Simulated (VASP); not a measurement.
# Ti (Im-3m) in VASP: a series of runs, part 2 of 2

VASP 6.6.1. Earlier steps stand in the parts before.

**3. Single point, PBEsol**

Input file INCAR:

```
SYSTEM = Ti
PREC = Accurate
ENCUT = 520
EDIFF = 1E-6
ISMEAR = -1
SIGMA = 0.1
LREAL = .FALSE.
LASPH = .TRUE.
NELM = 60
ALGO = Normal
ISIF = 2
LWAVE = .FALSE.
LCHARG = .FALSE.
GGA = PS
NBANDS = 12
```

Input file KPOINTS:

```
regular mesh
0
G
  10 10 10
  0 0 0
```

Input file POSCAR:

```
Ti
1.0
   -1.6410000000      1.6410000000      1.6410000000
    1.6410000000     -1.6410000000      1.6410000000
    1.6410000000      1.6410000000     -1.6410000000
Ti
1
Direct
    0.0000000000      0.0000000000      0.0000000000
```

Potentials or basis: VASP PAW PBE potentials, release 64 (Ti_sv).

Launch:

```console
$ cat potpaw_PBE.64/Ti_sv/POTCAR > POTCAR
$ mpirun -np 1 vasp_std > vasp.out
```

It took 4.7 s on 1 thread of Intel Xeon 6975P-C, shared host; peak memory 0.14 GiB.

It converged, with:

```
Free energy            : -8.2482 eV
Pressure               : -6.5 GPa
Band gap on the k mesh : zero (band 6 reaches 8.74 eV, above the bottom of band 7 at 7.13 eV)
```

Levels at points of the mesh, in eV from the Fermi level:
```csv
k point,band 3,band 4,band 5,band 6,band 7,band 8,band 9,band 10
"(0.00, 0.00, 0.00)",-32.30,-32.30,-5.91,0.97,0.97,0.97,2.70,2.70
"(0.50, 0.00, 0.00)",-32.50,-32.30,-2.41,-0.38,1.10,2.69,3.03,4.20
"(0.50, 0.50, 0.50)",-32.74,-32.74,-2.04,-2.04,3.85,3.85,3.85,8.22
```

Caveat: the PAW data sets were made with another functional, which shifts forces and pressure a little.

**4. Single point, PBEsol**

Input file INCAR:

```
  ALGO = Normal
  EDIFF = 1E-6
  ENCUT = 520
  GGA = PS
  ISIF = 2
  ISMEAR = -1
  LASPH = True
  LCHARG = False
  LREAL = False
  LWAVE = False
  NBANDS = 12
  NELM = 100
  PREC = Accurate
  SIGMA = 0.1
```

Input file KPOINTS:

```
k-points
0
Gamma
  12 12 12
```

POSCAR is that of step 3.

Potentials or basis: VASP PAW PBE potentials, release 64 (Ti_sv).

Launch:

```console
$ cat potpaw_PBE.64/Ti_sv/POTCAR > POTCAR
$ mpirun -np 1 vasp_std > vasp.out
```

OUTCAR:

```text
EDIFF = 1E-6
   ENCUT = 520
   GGA = PS
   ISIF = 2
   ISMEAR = -1
   LASPH = True
   LREAL = False
   NELM = 100
   PREC = Accurate

 ion  position               nearest neighbor table
   1  0.000  0.000  0.000-

  LATTYP: Found a body centered cubic cell.
 ALAT       =     3.2820000000

  Lattice vectors:

 A1 = (  -1.6410000000,   1.6410000000,   1.6410000000)
 A2 = (   1.6410000000,  -1.6410000000,   1.6410000000)
 A3 = (   1.6410000000,   1.6410000000,  -1.6410000000)
[... 537 lines left out ...]
     11      16.2748      0.00000
     12      20.4415      0.00000

 [... further k-points ...]

------------------------ aborting loop because EDIFF is reached ----------------------------------------

  FORCE on cell =-STRESS in cart. coord.  units (eV):
  Direction    XX          YY          ZZ          XY          YZ          ZX
  --------------------------------------------------------------------------------------
  -------------------------------------------------------------------------------------
  Total       -0.7230352     -0.7230352     -0.7230352     -0.0000000     -0.0000000      0.0000000
  in kB      -65.5366553    -65.5366553    -65.5366553     -0.0000000     -0.0000000      0.0000000
  external PRESSURE =     -65.5366553 kB  Pullay stress =       0.0000000 kB

 VOLUME and BASIS-vectors are now :
 -----------------------------------------------------------------------------
  energy-cutoff  :      520.00
  volume of cell :       17.68
      direct lattice vectors                 reciprocal lattice vectors
    -1.641000000  1.641000000  1.641000000     0.000000000  0.304692261  0.304692261
     1.641000000 -1.641000000  1.641000000     0.304692261  0.000000000  0.304692261
     1.641000000  1.641000000 -1.641000000     0.304692261  0.304692261  0.000000000

 POSITION                                       TOTAL-FORCE (eV/Angst)
 -----------------------------------------------------------------------------------
      0.00000      0.00000      0.00000         0.000000     -0.000000      0.000000
 -----------------------------------------------------------------------------------
    total drift:                               -0.000000      0.000000      0.000000

  FREE ENERGIE OF THE ION-ELECTRON SYSTEM (eV)
  ---------------------------------------------------
  free  energy   TOTEN  =        -8.2479748956 eV

  energy  without entropy=       -8.1692378780  energy(sigma->0) =       -8.20860639
```

OSZICAR:

```text
N       E                     dE             d eps       ncg     rms          rms(c)
DAV:   1     0.863398510728E+02    0.86340E+02   -0.64862E+03  1740   0.119E+03
DAV:   2    -0.513852005964E+01   -0.91478E+02   -0.89170E+02  1748   0.293E+02
DAV:   3    -0.936704713446E+01   -0.42285E+01   -0.41818E+01  2432   0.651E+01
DAV:   4    -0.945831636129E+01   -0.91269E-01   -0.91207E-01  1980   0.805E+00
DAV:   5    -0.946012652955E+01   -0.18102E-02   -0.18101E-02  2028   0.106E+00    0.852E+00
DAV:   6    -0.824625045870E+01    0.12139E+01   -0.28390E+00  1876   0.237E+01    0.201E+00
DAV:   7    -0.823997885079E+01    0.62716E-02   -0.77025E-02  2048   0.280E+00    0.123E+00
DAV:   8    -0.824755565275E+01   -0.75768E-02   -0.35666E-02  1828   0.228E+00    0.116E-01
DAV:   9    -0.824794521728E+01   -0.38956E-03   -0.24064E-03  2116   0.505E-01    0.752E-02
DAV:  10    -0.824798820854E+01   -0.42991E-04   -0.31167E-04  1868   0.198E-01    0.171E-02
DAV:  11    -0.824797501373E+01    0.13195E-04   -0.34407E-05  1940   0.900E-02    0.983E-03
DAV:  12    -0.824797489564E+01    0.11808E-06   -0.25154E-06  1952   0.181E-02
   1 F= -.82479749E+01 E0= -.82086064E+01  d E =-.787370E-01
```

It took 6.4 s on 1 thread of Intel Xeon 6975P-C, shared host; peak memory 0.14 GiB.

Results:

```yaml
Free_energy: -8.2480 eV
Pressure: -6.6 GPa
Band_gap_on_the_k_mesh: zero (band 6 reaches 8.75 eV, above the bottom of band 7 at 7.18 eV)
```

Caveat: the PAW data sets were made with another functional, which shifts forces and pressure a little.

**5. Overview**

```csv
k mesh,gap on the mesh (eV),pressure (GPa)
8 × 8 × 8,none,-6.6
10 × 10 × 10,none,-6.5
12 × 12 × 12,none,-6.6
```

Alike in all rows: task single point; level PBEsol; potentials or basis VASP PAW PBE potentials, release 64 (Ti_sv); no spin polarisation; cell as given; cutoff (eV) 520; smearing fermi-dirac 0.1 eV.

Every run on the cell as given and a fine mesh finds a metal.

Caveats: the PAW data sets were made with another functional, which shifts forces and pressure a little.

Absolute energies hang on the potentials; compare differences alone.
